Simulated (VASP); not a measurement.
Wanted: the native input for a VASP 6.6.1 run.

```
Task                   : single point
Functional             : PBE
Potentials or basis    : VASP PAW PBE potentials, release 64 (Ga_d, As)
Cutoff                 : 500 eV
k mesh                 : 4 × 4 × 4
Occupations            : gaussian, width 0.01 eV
Spin                   : no spin polarisation
Dipole correction      : no
Further INCAR settings : ALGO = Normal; EDIFF = 1e-06; NBANDS = 16
```

The structure of GaAs lies in POSCAR:

```
GaAs
1.0
    0.0000000000      2.8330850957      2.8330850957
    2.7622579683      0.0000000000      2.8330850957
    2.7622579683      2.8330850957      0.0000000000
Ga As
1 1
Direct
    0.0000000000      0.0000000000      0.0000000000
    0.2500000000      0.2500000000      0.2500000000
```

This cell differs from its parent crystal: uniaxial x strain -2.5%.

The input as run:

INCAR

```
SYSTEM = GaAs
PREC     = Accurate       ! precision mode
ENCUT    = 500            ! plane-wave cutoff, eV
EDIFF    = 1E-6           ! SCF threshold, eV
ISMEAR   = 0              ! smearing method
SIGMA    = 0.01           ! smearing width, eV
LREAL    = .False.        ! projectors in reciprocal space
LASPH    = .True.         ! aspherical terms in the spheres
NELM     = 120            ! most SCF steps
ALGO     = Normal         ! electronic algorithm
ISIF     = 2              ! what is computed and relaxed
LWAVE    = .False.        ! write WAVECAR
LCHARG   = .False.        ! write CHGCAR
GGA      = PE             ! functional
NBANDS   = 16             ! bands
GGA_COMPAT= .False.
```

KPOINTS

```
Automatic mesh
0
Gamma
  4 4 4
  0 0 0
```

Potentials or basis: VASP PAW PBE potentials, release 64 (Ga_d, As).

The run is started by

```console
$ cat potpaw_PBE.64/Ga_d/POTCAR potpaw_PBE.64/As/POTCAR > POTCAR
$ mpirun -np 1 vasp_std > vasp.out
```

It gave:

```
Pressure               : 5.2 GPa
Band gap on the k mesh : 0.55 eV, direct
```

Caveat: the k points lie up to 0.48 Å⁻¹ apart; the cell differs from its parent crystal (uniaxial x strain -2.5%).

Run time: 29 s on 1 thread of Intel Xeon 8259CL (shared host), peak memory 0.17 GiB.
